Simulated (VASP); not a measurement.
Here is a VASP 6.6.1 calculation.

Contents of POSCAR:

```
Sn3Se
1.0
    4.7100533498      0.0000000000      0.0000000000
    0.0000000000      4.7100533498      0.0000000000
    0.0000000000      0.0000000000      4.7100533498
Sn Se
3 1
Direct
    0.0000000000      0.5000000000      0.5000000000
    0.5000000000      0.0000000000      0.5000000000
    0.5000000000      0.5000000000      0.0000000000
    0.0000000000      0.0000000000      0.0000000000
```

The input INCAR.step1:

```
PREC = Accurate
ENCUT = 520
ISMEAR = 1
SIGMA = 0.15
LREAL = False
LASPH = True
NELM = 80
NBANDS = 32
GGA = PE
ALGO = Normal
EDIFF = 1E-4
LWAVE = True
LCHARG = False
```

File INCAR.step2:

```
PREC = Accurate
ENCUT = 520
EDIFF = 1E-6
ISMEAR = 1
SIGMA = 0.15
LREAL = False
LASPH = True
NELM = 80
ALGO = Normal
ISIF = 2
LWAVE = False
LCHARG = True
METAGGA = R2SCAN
LMIXTAU = True
LELF = True
LVHAR = True
NBANDS = 32
ISTART = 1
```

The input KPOINTS:

```
regular mesh
0
Gamma
  5 5 5
```

Potentials or basis: VASP PAW PBE potentials, release 64 (Sn_d, Se).

The run is started by

```console
$ cat potpaw_PBE.64/Sn_d/POTCAR potpaw_PBE.64/Se/POTCAR > POTCAR
$ cp INCAR.step1 INCAR
$ mpirun -np 1 vasp_std > vasp.out
$ cp INCAR.step2 INCAR
$ mpirun -np 1 vasp_std > vasp.out
```

(1) Estimate the pressure.

(2) Estimate the band gap on the k mesh.

Results:

(1) 1.0 GPa.

(2) zero (band 24 reaches 8.58 eV, above the bottom of band 25 at 6.96 eV).

Caveat: the PAW data sets were made with another functional, which shifts forces and pressure a little; spin-orbit coupling is left out, which moves the levels of the heavy elements.
